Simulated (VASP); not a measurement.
# TiO2 (Pbcn) in VASP: single point with r2SCAN+U

Aim: the single point of TiO2 with r2SCAN+U.

Program: VASP 6.6.1. These are calculated values, not measurements. Logs are shortened: lines on timing, memory, paths and dates and some standing lists are left out, and cuts for length are marked.

**1. The cell of the first run**

It takes space group Pbcn (No. 60, orthorhombic). Conventional cell: a = 4.465 Å, b = 5.399 Å, c = 4.848 Å, α = 90.00°, β = 90.00°, γ = 90.00°. Ti (site symmetry 2) has 6 O at 1.87 to 2.02 Å within 2.5 Å. Within 3.2 Å of O (site symmetry 1) lie 4 Ti at 1.87 to 3.10 Å and 12 O at 2.51 to 2.92 Å.

**2. Single point, r2SCAN+U (equal strain along all axes, cell held: -2.0 %, then relaxed in part)**

POSCAR reads:

```
TiO2
1.0
    4.4652406933      0.0000000000      0.0000000000
    0.0000000000      5.3989995641      0.0000000000
    0.0000000000      0.0000000000      4.8482177903
Ti O
4 8
Direct
    0.5000000000      0.6710152879      0.7500000000
    0.0000000000      0.8289847121      0.2500000000
    0.5000000000      0.3289847121      0.2500000000
    0.0000000000      0.1710152879      0.7500000000
    0.7315302051      0.6108350695      0.0789789300
    0.2315302051      0.8891649305      0.9210210700
    0.7684697949      0.8891649305      0.5789789300
    0.2684697949      0.6108350695      0.4210210700
    0.7315302051      0.3891649305      0.5789789300
    0.2315302051      0.1108350695      0.4210210700
    0.7684697949      0.1108350695      0.0789789300
    0.2684697949      0.3891649305      0.9210210700
```

INCAR.step1 reads:

```
SYSTEM = TiO2
PREC = Accurate ; ENCUT = 520
ISMEAR = 0 ; SIGMA = 0.02
LREAL = .FALSE. ; LASPH = .TRUE.
NELM = 150 ; LMAXMIX = 4
LDAU = .TRUE. ; LDAUTYPE = 2
LDAUL = 2 -1 ; LDAUU = 4 0
LDAUJ = 0 0 ; NBANDS = 60
GGA = PE ; ALGO = Normal
EDIFF = 1E-4 ; LWAVE = .TRUE.
LCHARG = .FALSE.
```

INCAR.step2 reads:

```
SYSTEM = TiO2
PREC = Accurate ; ENCUT = 520
EDIFF = 1E-6 ; ISMEAR = 0
SIGMA = 0.02 ; LREAL = .FALSE.
LASPH = .TRUE. ; NELM = 150
ALGO = Normal ; ISIF = 2
LWAVE = .FALSE. ; LCHARG = .FALSE.
LMAXMIX = 4 ; LDAU = .TRUE.
LDAUTYPE = 2 ; LDAUL = 2 -1
LDAUU = 4 0 ; LDAUJ = 0 0
LDAUPRINT = 1 ; METAGGA = R2SCAN
LMIXTAU = .TRUE. ; NBANDS = 60
ISTART = 1
```

KPOINTS reads:

```
regular mesh
0
G
  6 4 6
  0 0 0
```

Potentials or basis: VASP PAW PBE potentials, release 64 (Ti_sv, O).

The run is started by

```
$ cat potpaw_PBE.64/Ti_sv/POTCAR potpaw_PBE.64/O/POTCAR > POTCAR
$ cp INCAR.step1 INCAR
$ mpirun -np 1 vasp_std > vasp.out
$ cp INCAR.step2 INCAR
$ mpirun -np 1 vasp_std > vasp.out
```

OUTCAR:

```text
SYSTEM = TiO2
   PREC = Accurate
   ENCUT = 520
   EDIFF = 1E-6
   ISMEAR = 0
   LREAL = .FALSE.
   LASPH = .TRUE.
   NELM = 150
   ISIF = 2
   METAGGA = R2SCAN
   ISTART = 1

 ion  position               nearest neighbor table
   1  0.500  0.671  0.750-   6 1.87   7 1.87   5 1.93   8 1.93   9 2.02  12 2.02
   2  0.000  0.829  0.250-   5 1.87   8 1.87   7 1.93   6 1.93  10 2.02  11 2.02
   3  0.500  0.329  0.250-  10 1.87  11 1.87   9 1.93  12 1.93   5 2.02   8 2.02
   4  0.000  0.171  0.750-   9 1.87  12 1.87  11 1.93  10 1.93   6 2.02   7 2.02
   5  0.732  0.611  0.079-   2 1.87   1 1.93   3 2.02
   6  0.232  0.889  0.921-   1 1.87   2 1.93   4 2.02
   7  0.768  0.889  0.579-   1 1.87   2 1.93   4 2.02
   8  0.268  0.611  0.421-   2 1.87   1 1.93   3 2.02
   9  0.732  0.389  0.579-   4 1.87   3 1.93   1 2.02
  10  0.232  0.111  0.421-   3 1.87   4 1.93   2 2.02
  11  0.768  0.111  0.079-   3 1.87   4 1.93   2 2.02
  12  0.268  0.389  0.921-   4 1.87   3 1.93   1 2.02

  LATTYP: Found a simple orthorhombic cell.
 ALAT       =     4.4652406933
 B/A-ratio  =     1.0857685225
 C/A-ratio  =     1.2091172537

  Lattice vectors:

 A1 = (  -4.4652406933,   0.0000000000,   0.0000000000)
 A2 = (   0.0000000000,   0.0000000000,   4.8482177903)
 A3 = (   0.0000000000,   5.3989995641,   0.0000000000)

Analysis of symmetry for initial positions (statically):
=====================================================================
 Subroutine PRICEL returns:
 Original cell was already a primitive cell.

 Routine SETGRP: Setting up the symmetry group for a
 simple orthorhombic supercell.

 Subroutine GETGRP returns: Found  8 space group operations
 (whereof  2 operations were pure point group operations)
 out of a pool of  8 trial point group operations.

The static configuration has the point symmetry S_2 .
[... 182 lines left out ...]
spin component  1
[... 116 lines left out ...]
  o =  0.0892  v =  0.0000  0.0000 -0.8190 -0.5527 -0.1542  0.0000  0.0000  0.0000  0.0000  0.0000      0.0000  0.0000  0.0000  0.0000  0.0000  0.0000  0.0000  0.0000  0.0000  0.0000
  o =  0.0892  v =  0.0000  0.0000  0.0000  0.0000  0.0000  0.0000  0.0000 -0.8190 -0.5527 -0.1542      0.0000  0.0000  0.0000  0.0000  0.0000  0.0000  0.0000  0.0000  0.0000  0.0000
  o =  0.0895  v =  0.0000  0.0000  0.0000  0.0000  0.0000 -0.5742  0.8187  0.0000  0.0000  0.0000      0.0000  0.0000  0.0000  0.0000  0.0000  0.0000  0.0000  0.0000  0.0000  0.0000
  o =  0.0895  v = -0.5742  0.8187  0.0000  0.0000  0.0000  0.0000  0.0000  0.0000  0.0000  0.0000      0.0000  0.0000  0.0000  0.0000  0.0000  0.0000  0.0000  0.0000  0.0000  0.0000
  o =  0.1028  v =  0.0000 -0.0000 -0.2453  0.0943  0.9648  0.0000  0.0000  0.0000  0.0000  0.0000      0.0000  0.0000  0.0000  0.0000  0.0000  0.0000  0.0000  0.0000  0.0000  0.0000
  o =  0.1028  v =  0.0000  0.0000  0.0000  0.0000  0.0000  0.0000 -0.0000 -0.2453  0.0943  0.9648      0.0000  0.0000  0.0000  0.0000  0.0000  0.0000  0.0000  0.0000  0.0000  0.0000
  o =  0.2553  v = -0.8187 -0.5742 -0.0000 -0.0000 -0.0000  0.0000  0.0000  0.0000  0.0000  0.0000      0.0000  0.0000  0.0000  0.0000  0.0000  0.0000  0.0000  0.0000  0.0000  0.0000
  o =  0.2553  v =  0.0000  0.0000  0.0000  0.0000  0.0000 -0.8187 -0.5742 -0.0000 -0.0000 -0.0000      0.0000  0.0000  0.0000  0.0000  0.0000  0.0000  0.0000  0.0000  0.0000  0.0000
  o =  0.2631  v =  0.0000 -0.0000 -0.5187  0.8280 -0.2128  0.0000  0.0000  0.0000  0.0000  0.0000      0.0000  0.0000  0.0000  0.0000  0.0000  0.0000  0.0000  0.0000  0.0000  0.0000
  o =  0.2631  v =  0.0000  0.0000  0.0000  0.0000  0.0000  0.0000 -0.0000 -0.5187  0.8280 -0.2128      0.0000  0.0000  0.0000  0.0000  0.0000  0.0000  0.0000  0.0000  0.0000  0.0000

 number of electron      95.9999993 magnetization

 Free energy of the ion-electron system (eV)
  ---------------------------------------------------
  ext. energy  EPLUGINS =         0.00000000
  ---------------------------------------------------
  free energy    TOTEN  =      -128.71274174 eV

  energy without entropy =     -128.71274174  energy(sigma->0) =     -128.71274174

 E-fermi :   5.4599     XC(G=0): -12.5886

 val. band max:        5.1862313233   @ k =   0.0000   0.0000   0.0000
 cond. band min:       8.8391442762   @ k =   0.0000   0.0000   0.0000
 fundamental gap:      3.6529129530
 Fermi energy:         5.4599164651

 k-point     1 :       0.0000    0.0000    0.0000
  band No.  band energies     occupation
      1     -54.2943      2.00000
      2     -54.2669      2.00000
      3     -54.2552      2.00000
      4     -54.2497      2.00000
      5     -29.6956      2.00000
      6     -29.6012      2.00000
[... 1501 lines left out ...]
     59      10.3017      0.00000
     60      10.3017      0.00000

 [... further k-points ...]

------------------------ aborting loop because EDIFF is reached ----------------------------------------

  FORCE on cell =-STRESS in cart. coord.  units (eV):
  Direction    XX          YY          ZZ          XY          YZ          ZX
  --------------------------------------------------------------------------------------
  -------------------------------------------------------------------------------------
  Total       16.3023246     15.2039095     16.6311595      0.0000000      0.0000000      0.0000000
  in kB      223.4703096    208.4133676    227.9779397      0.0000000      0.0000000      0.0000000
  external PRESSURE =     219.9538723 kB  Pullay stress =       0.0000000 kB

 VOLUME and BASIS-vectors are now :
 -----------------------------------------------------------------------------
  energy-cutoff  :      520.00
  volume of cell :      116.88
      direct lattice vectors                 reciprocal lattice vectors
     4.465240693  0.000000000  0.000000000     0.223952093  0.000000000  0.000000000
     0.000000000  5.398999564  0.000000000     0.000000000  0.185219500  0.000000000
     0.000000000  0.000000000  4.848217790     0.000000000  0.000000000  0.206261361

 POSITION                                       TOTAL-FORCE (eV/Angst)
 -----------------------------------------------------------------------------------
      2.23262      3.62281      3.63616        -0.000000     -0.314808     -0.000000
      0.00000      4.47569      1.21205         0.000000      0.314808     -0.000000
      2.23262      1.77619      1.21205         0.000000      0.314808     -0.000000
      0.00000      0.92331      3.63616        -0.000000     -0.314808     -0.000000
      3.26646      3.29790      0.38291         0.019314     -0.173336      0.014224
      1.03384      4.80060      4.46531         0.019314      0.173336     -0.014224
      3.43140      4.80060      2.80702        -0.019314      0.173336      0.014224
      1.19878      3.29790      2.04120        -0.019314     -0.173336     -0.014224
      3.26646      2.10110      2.80702         0.019314      0.173336      0.014224
      1.03384      0.59840      2.04120         0.019314     -0.173336     -0.014224
      3.43140      0.59840      0.38291        -0.019314     -0.173336      0.014224
      1.19878      2.10110      4.46531        -0.019314      0.173336     -0.014224
 -----------------------------------------------------------------------------------
    total drift:                                0.000000     -0.000000      0.000000

  FREE ENERGIE OF THE ION-ELECTRON SYSTEM (eV)
  ---------------------------------------------------
  free  energy   TOTEN  =      -128.7127417380 eV

  energy  without entropy=     -128.7127417380  energy(sigma->0) =     -128.71274174
```

OSZICAR.step1:

```text
N       E                     dE             d eps       ncg     rms          rms(c)
DAV:   1     0.157315535416E+04    0.15732E+04   -0.47395E+04  5760   0.194E+03
DAV:   2     0.197778564632E+03   -0.13754E+04   -0.13021E+04  5800   0.609E+02
DAV:   3    -0.110504514283E+03   -0.30828E+03   -0.29850E+03  7296   0.251E+02
DAV:   4    -0.132650200322E+03   -0.22146E+02   -0.22093E+02  8424   0.724E+01
DAV:   5    -0.133784984275E+03   -0.11348E+01   -0.11343E+01  8680   0.139E+01    0.474E+01
DAV:   6    -0.949334000113E+02    0.38852E+02   -0.19527E+02  8108   0.103E+02    0.155E+01
DAV:   7    -0.957636319606E+02   -0.83023E+00   -0.19623E+01  8112   0.221E+01    0.102E+01
DAV:   8    -0.958783196608E+02   -0.11469E+00   -0.31401E+00  7364   0.118E+01    0.324E+00
DAV:   9    -0.958370602735E+02    0.41259E-01   -0.94090E-01  7428   0.725E+00    0.184E+00
DAV:  10    -0.958648784341E+02   -0.27818E-01   -0.30908E-01  8184   0.294E+00    0.773E-01
DAV:  11    -0.958554873662E+02    0.93911E-02   -0.60842E-02  7196   0.146E+00    0.145E-01
DAV:  12    -0.958557430823E+02   -0.25572E-03   -0.29484E-03  6872   0.372E-01    0.117E-01
DAV:  13    -0.958555559978E+02    0.18708E-03   -0.77345E-04  6052   0.175E-01    0.297E-02
DAV:  14    -0.958555615730E+02   -0.55752E-05   -0.50967E-05  3060   0.484E-02
   1 F= -.95855562E+02 E0= -.95855562E+02  d E =-.616897E-73
```

Wall time 62 min (1 thread of Oxide Virtual Turin-like, shared host); peak memory 0.36 GiB.

Results:

```yaml
Free_energy: -128.7127 eV
Pressure: 22.0 GPa
Largest_force: 0.315 eV/Å
Band_gap_on_the_k_mesh: 3.65 eV
```

Forces on the atoms (eV/Å):
```
Ti   0.000 -0.315  0.000
Ti   0.000  0.315  0.000
Ti   0.000  0.315  0.000
Ti   0.000 -0.315  0.000
O    0.019 -0.173  0.014
O    0.019  0.173 -0.014
O   -0.019  0.173  0.014
O   -0.019 -0.173 -0.014
O    0.019  0.173  0.014
O    0.019 -0.173 -0.014
O   -0.019 -0.173  0.014
O   -0.019  0.173 -0.014
```

Levels at points of the mesh, in eV from the valence-band top:
```tsv
k point	band 46	band 47	band 48	band 49	band 50	band 51
(0.00, 0.00, 0.00)	-0.37	-0.18	0.00	3.65	3.79	3.80
(0.50, 0.00, 0.00)	-0.38	-0.29	-0.29	4.29	4.29	4.34
(0.00, 0.50, 0.00)	-1.29	-0.20	-0.20	3.97	3.97	4.29
(0.50, 0.50, 0.00)	-0.69	-0.41	-0.41	4.01	4.01	4.15
(0.00, 0.00, 0.50)	-0.48	-0.36	-0.36	3.70	3.70	4.12
(0.50, 0.00, 0.50)	-0.49	-0.49	-0.49	4.04	4.04	4.04
(0.00, 0.50, 0.50)	-0.52	-0.52	-0.52	4.08	4.08	4.08
(0.50, 0.50, 0.50)	-0.83	-0.83	-0.83	3.96	3.96	3.96
```

Eigenvalues of the final occupation matrices:
| site | spin | trace | eigenvalues |
| --- | --- | --- | --- |
| site 1 d | 1 | 0.80 | 0.09 0.09 0.10 0.26 0.26 |
| site 1 d | 2 | 0.80 | 0.09 0.09 0.10 0.26 0.26 |
| site 2 d | 1 | 0.80 | 0.09 0.09 0.10 0.26 0.26 |
| site 2 d | 2 | 0.80 | 0.09 0.09 0.10 0.26 0.26 |
| site 3 d | 1 | 0.80 | 0.09 0.09 0.10 0.26 0.26 |
| site 3 d | 2 | 0.80 | 0.09 0.09 0.10 0.26 0.26 |
| site 4 d | 1 | 0.80 | 0.09 0.09 0.10 0.26 0.26 |
| site 4 d | 2 | 0.80 | 0.09 0.09 0.10 0.26 0.26 |

Caveat: the cell differs from its parent crystal (equal strain along all axes, cell held: -2.0 %, then relaxed in part); the cell stands under pressure; the PAW data sets were made with another functional, which shifts forces and pressure a little.
